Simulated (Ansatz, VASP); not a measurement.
**Mo: VASP beside Ansatz**

```
Mo
1.0
     2.82523    0.00000    0.00000
    -1.41262    2.44672    0.00000
     0.00000    0.00000    4.57688
Mo
2
Direct
  0.33333 0.66667 0.25000
  0.66667 0.33333 0.75000
```

Change from the starting cell: shortest bond scaled by 1, crystal datasets.

Alike in both runs: task electric field gradients; functional LDA; k mesh 12 × 12 × 7; occupations fermi-dirac, width 0.05 eV; no spin polarisation.

|  | VASP | Ansatz |
| --- | --- | --- |
| version | VASP 6.6.1 | Ansatz 0.2.0 |
| potentials or method | VASP PAW LDA potentials, release 64 (Mo_sv), cutoff 520 eV | all-electron PAW with datasets made for the crystal, scalar-relativistic |

|  | VASP | Ansatz | Ansatz less VASP |
| --- | --- | --- | --- |
| pressure (GPa) | -8.6 | -9.5 | -0.86 |
| traceless stress, the component that is largest in VASP (GPa) | 1.43 | 1.55 | +0.124 |
| size of Vzz on the site where it differs most (V/Å²) | 17.1 | 17.4 | +0.37 |

LDA's correlation is that of Perdew and Zunger in VASP and of Perdew and Wang (1992) in Ansatz. Ansatz ran all-electron here, and VASP with PAW potentials.
